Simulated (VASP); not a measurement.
TiAl: single point with PBE

Crystal: TiAl.

```
Ti Al
1.0
     2.83300    0.00000    0.00000
    -1.41650    2.45345    0.00000
     0.00000    0.00000    4.57095
Ti Al
1 1
Direct
  0.00000 0.00000 0.00752
  0.33333 0.66667 0.48666
```

This cell differs from its parent crystal: atoms displaced along a vibrational mode, the cell strained.

| Property | Result |
| --- | --- |
| Program | VASP 6.6.1 |
| Task | single point |
| Functional | PBE |
| Potentials or basis | VASP PAW PBE potentials, release 64 (Ti_sv, Al) |
| Cutoff | 520 eV |
| k mesh | 18 × 18 × 10 |
| Occupations | gaussian, width 0.15 eV |
| Spin | no spin polarisation |

```json
{"Pressure": "6.3 GPa", "Largest force": "0.810 eV/Å", "Band gap on the k mesh": "zero (an odd number of electrons rules out a gap without spin polarisation)"}
```

Forces in eV/Å, atoms in the order of the input:
```
Ti   0.000  0.000 -0.810
Al   0.000  0.000  0.810
```

Stress tensor (GPa, compression positive):
```
5.84 0.00 0.00
0.00 5.84 0.00
0.00 0.00 7.36
```

Levels at points of the mesh, in eV from the Fermi level:
```tsv
k point	band 3	band 4	band 5	band 6	band 7	band 8	band 9	band 10	band 11	band 12
(0.00, 0.00, 0.00)	-32.29	-32.29	-9.14	-2.33	-1.73	1.32	1.32	2.89	2.89	4.27
(0.50, 0.00, 0.00)	-32.64	-32.44	-3.84	-2.89	-1.58	-1.05	2.17	4.14	4.33	4.34
(0.00, 0.00, 0.50)	-32.29	-32.29	-8.17	-5.35	-0.40	1.34	1.34	2.80	2.80	7.13
(0.50, 0.00, 0.50)	-32.65	-32.44	-3.80	-2.47	-1.87	0.60	1.02	1.95	3.20	4.14
```

Wall time 3 min on 1 thread of AMD EPYC 9R45 96-Core Processor (Zen 5), on a shared host, peak memory 0.24 GiB.

Caveat: the cell differs from its parent crystal (atoms displaced along a vibrational mode, the cell strained); the cell stands under pressure.
